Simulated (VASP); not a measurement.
Write the native input for VASP 6.6.1 that does the following.

```yaml
Task: single point
Functional: LDA
Potentials_or_basis: VASP PAW LDA potentials, release 64 (Na_pv, Cl)
Cutoff: 520 eV
k_mesh: 8 × 8 × 8
Occupations: gaussian, width 0.02 eV
Spin: no spin polarisation
Dipole_correction: no
Further_INCAR_settings: ALGO = Normal; EDIFF = 1e-07; NBANDS = 14
```

The structure of NaCl lies in POSCAR:

```
NaCl
1.0
    0.0000000000      2.6017346137      2.6017346137
    2.6017346137      0.0000000000      2.6017346137
    2.6017346137      2.6017346137      0.0000000000
Na Cl
1 1
Direct
    0.0000000000      0.0000000000      0.0000000000
    0.5000000000      0.5000000000      0.5000000000
```

These files were run (other wordings do the same):

INCAR

```
PREC = Accurate ; ENCUT = 520
EDIFF = 1E-7 ; ISMEAR = 0
SIGMA = 0.02 ; LREAL = F
LASPH = T ; NELM = 100
ALGO = Normal ; ISIF = 2
LWAVE = F ; LCHARG = F
GGA = CA ; NBANDS = 14
```

KPOINTS

```
Automatic mesh
0
Gamma
  8 8 8
```

Potentials or basis: VASP PAW LDA potentials, release 64 (Na_pv, Cl).

Launch:

```sh
$ cat potpaw_LDA.64/Na_pv/POTCAR potpaw_LDA.64/Cl/POTCAR > POTCAR
$ mpirun -np 1 vasp_std > vasp.out
```

It gave:

```
Pressure               : 6.7 GPa
Band gap on the k mesh : 5.80 eV
```

Caveat: the cell stands under pressure.

Run time: 10 s on 1 thread of Intel(R) Xeon(R) Platinum 8259CL CPU @ 2.50GHz (Skylake/Cascade Lake), on a shared host, peak memory 0.14 GiB.
